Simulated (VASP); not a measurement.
The system is Co.

```
Co
1.0
     0.00000    2.29694    2.29694
     2.29694    0.00000    2.29694
     2.29694    2.29694    0.00000
Co
2
Direct
  0.12500 0.12500 0.12500
  0.87500 0.87500 0.87500
```

This cell differs from its parent crystal: volume scaled by 0.88.

Base run:

* Program: VASP 6.6.1
* Functional: LDA
* Potentials or basis: VASP PAW LDA potentials, release 64 (Co)
* Cutoff: 520 eV
* k mesh: 13 × 13 × 13
* Occupations: fermi-dirac, width 0.1 eV
* Spin: no spin polarisation

Its results: band gap on the k mesh zero (band 9 reaches 9.28 eV, above the bottom of band 10 at 8.17 eV); pressure 24.2 GPa.

Q: The run is repeated on the same cell with these changes: potentials or basis from VASP PAW LDA potentials, release 64 (Co) to VASP PAW LDA potentials, release 64 (Co_sv); cutoff from 520 eV to 600 eV; further incar settings from ALGO = Normal; EDIFF = 1e-06; NBANDS = 16 to ALGO = Normal; EDIFF = 1e-06; NBANDS = 24; valence electrons from 18 to 34. What comes out?

A: Band gap on the k mesh zero (band 17 reaches 10.71 eV, above the bottom of band 18 at 9.58 eV); pressure 24.9 GPa.

Caveats: the run has no spin polarisation, though such a crystal can be magnetic.
